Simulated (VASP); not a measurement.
# PbS: single point with PBE

PbS, a slab with vacuum:

```
Pb S
1.0
     2.97920   -2.93816    0.00000
     2.97920    2.93816    0.00000
    -1.09426    0.00000   11.86338
Pb S
2 2
Direct
  0.77560 0.77560 0.63638
  0.22440 0.22440 0.36362
  0.26840 0.26840 0.59860
  0.73160 0.73160 0.40140
```

This cell differs from its parent crystal: volume scaled by 1.04.

| Property | Result |
| --- | --- |
| Program | VASP 6.6.1 |
| Task | single point |
| Functional | PBE |
| Potentials or basis | VASP PAW PBE potentials, release 64 (Pb_d, S) |
| Cutoff | 500 eV |
| k mesh | 7 × 7 × 3 |
| Occupations | fermi-dirac, width 0.01 eV |
| Spin | no spin polarisation |
| Dipole correction | no |
| Further INCAR settings | ALGO = Normal; EDIFF = 1e-06; NBANDS = 28 |

```yaml
Largest_force: 0.666 eV/Å
Band_gap_on_the_k_mesh: 1.32 eV, direct
```

Forces in eV/Å, atoms in the order of the input:
```
Pb  -0.001  0.000 -0.666
Pb   0.001  0.000  0.666
S   -0.005  0.000 -0.140
S    0.005  0.000  0.140
```

Levels at points of the mesh, in eV from the valence-band top:
| k point | band 18 | band 19 | band 20 | band 21 | band 22 | band 23 |
| --- | --- | --- | --- | --- | --- | --- |
| (0.00, 0.00, 0.00) | -1.32 | -1.21 | 0.00 | 1.42 | 3.01 | 5.05 |

It took 2 min on 1 thread of Intel(R) Xeon(R) 6975P-C (Granite Rapids), with other jobs on the host, peak memory 0.4 GiB.

Caveat: spin-orbit coupling is left out, which moves the levels of the heavy elements.
